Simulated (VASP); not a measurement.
Crystal: Li2Ca2Pb.

```
CELL_PARAMETERS angstrom
3.99036 0.00000 0.00000
0.00000 3.99036 0.00000
0.00000 0.00000 9.41057
ATOMIC_POSITIONS crystal
Li 0.00000 0.50000 0.50000
Li 0.50000 0.00000 0.50000
Ca 0.50000 0.50000 0.19264
Ca 0.50000 0.50000 0.80736
Pb 0.00000 0.00000 0.00000
```

The cell was generated, and may not be a known phase.

```yaml
Program: VASP 6.6.1
Task: relaxation of cell and atoms
Functional: PBE
Potentials_or_basis: VASP PAW PBE potentials, release 64 (Li_sv, Ca_sv, Pb_d)
Cutoff: 600 eV
k_mesh: 10 × 10 × 4
Occupations: gaussian, width 0.1 eV
Spin: no spin polarisation
```

At the start: pressure 0.2 GPa; volume 29.97 Å³/atom.

Problem. Where does the relaxation end?

Solution. Over 10 steps the energy falls by 11.8 meV/atom and the volume is 29.55 Å³/atom (-1.4 %); space group P4/mmm (No. 123, to 0.1 Å) before and after.

The path:
```tsv
step	energy change (eV)	largest force (eV/Å)	pressure (GPa)	volume (Å³)
1	0.0000	0.2167	0.15	149.84
2	-0.0188	0.1704	0.00	150.45
3	-0.0469	0.0524	-0.45	152.15
4	-0.0482	0.0336	-0.54	152.50
5	-0.0567	0.0605	-0.10	148.96
6	-0.0570	0.0660	0.00	148.25
7	-0.0578	0.0499	0.00	148.03
8	-0.0588	0.0071	0.03	147.44
9	-0.0588	0.0080	0.03	147.46
10	-0.0588	0.0010	-0.02	147.76
```

Final structure:
```xyz
5
Lattice="3.8674 0.0000 0.0000 0.0000 3.8674 0.0000 0.0000 0.0000 9.8787" Properties=species:S:1:pos:R:3 pbc="T T T"
Li    3.8674    1.9337    4.9394
Li    1.9337    3.8674    4.9394
Ca    1.9337    1.9337    1.9891
Ca    1.9337    1.9337    7.8896
Pb    3.8674    3.8674    9.8787
```

Caveat: the cutoff is under 1.25 times the usual one of these potentials, so pressure, stress and relaxed cells hold a basis-set (Pulay) error.
